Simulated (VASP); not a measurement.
Crystal: LiTi.

```
Li Ti
1.0
     0.00000    2.36366    2.36366
     2.36366    0.00000    2.36366
     2.36366    2.36366    0.00000
Li Ti
1 1
Cartesian
  3.5455 3.5455 3.5455
  0.0000 0.0000 0.0000
```

| Item | Value |
| --- | --- |
| Program | VASP 6.6.1 |
| Task | relaxation of cell and atoms |
| Functional | PBE |
| Potentials or basis | VASP PAW PBE potentials, release 64 (Li_sv, Ti_sv) |
| Cutoff | 600 eV |
| k mesh | 6 × 6 × 6 |
| Occupations | gaussian, width 0.1 eV |
| Spin | no spin polarisation |

At the start: pressure 20.9 GPa; volume 13.21 Å³/atom.

**Question.** Where does the relaxation end?

**Answer.** Over 4 steps the energy falls by 374.1 meV/atom and the volume is 20.63 Å³/atom (+56.3 %); space group F-43m (No. 216, to 0.05 Å).

The path:
```csv
step,energy change (eV),largest force (eV/Å),pressure (GPa),volume (Å³)
1,0.0000,0.0000,20.94,26.41
2,-0.5874,0.0000,7.35,33.57
3,-0.7454,0.0000,0.80,40.20
4,-0.7482,0.0000,0.03,41.27
```

Final structure:
```xyz
2
Lattice="0.0000 2.7428 2.7428 2.7428 0.0000 2.7428 2.7428 2.7428 0.0000" Properties=species:S:1:pos:R:3 pbc="T T T"
Li    4.1143    4.1143    4.1143
Ti    0.0000    0.0000    0.0000
```

Caveat: the k points lie up to 0.33 Å⁻¹ apart in the final cell; the cutoff is under 1.25 times the usual one of these potentials, so pressure, stress and relaxed cells hold a basis-set (Pulay) error; the volume moved by over 15 % at a fixed basis, so the end points are rough.
